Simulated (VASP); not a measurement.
Here is a VASP 6.6.1 calculation.

File INCAR:

```
PREC = Accurate ; ENCUT = 500
EDIFF = 1E-6 ; ISMEAR = 0
SIGMA = 0.1 ; LREAL = False
LASPH = True ; NELM = 120
ALGO = Normal ; ISIF = 2
LWAVE = False ; LCHARG = False
NBANDS = 36 ; GGA_COMPAT = False
```

Contents of KPOINTS:

```
Automatic mesh
0
Gamma
  9 9 4
```

File POSCAR:

```
CdTe
1.0
    4.6240263037      0.0000000000      0.0000000000
   -2.3120131519      4.0045242468      0.0000000000
    0.0000000000      0.0000000000     10.5000722100
Cd Te
3 3
Direct
    0.5000311697      0.0000000000      0.3333333333
    0.0000000000      0.5000311697      0.6666666667
    0.4999688303      0.4999688303      0.0000000000
    0.5000351576      0.0000000000      0.8333333333
    0.0000000000      0.5000351576      0.1666666667
    0.4999648424      0.4999648424      0.5000000000
```

Potentials or basis: VASP PAW LDA potentials, release 64 (Cd, Te).

Command:

```console
$ cat potpaw_LDA.64/Cd/POTCAR potpaw_LDA.64/Te/POTCAR > POTCAR
$ mpirun -np 1 vasp_std > vasp.out
```

Estimate the band gap on the k mesh.

zero (band 27 reaches 2.64 eV, above the bottom of band 28 at 2.59 eV).

Estimate the pressure.

-4.0 GPa.

Stress tensor (GPa, compression positive):
```
-3.82  0.00  0.00
 0.00 -3.82  0.00
 0.00  0.00 -4.35
```

Caveat: spin-orbit coupling is left out, which moves the levels of the heavy elements.
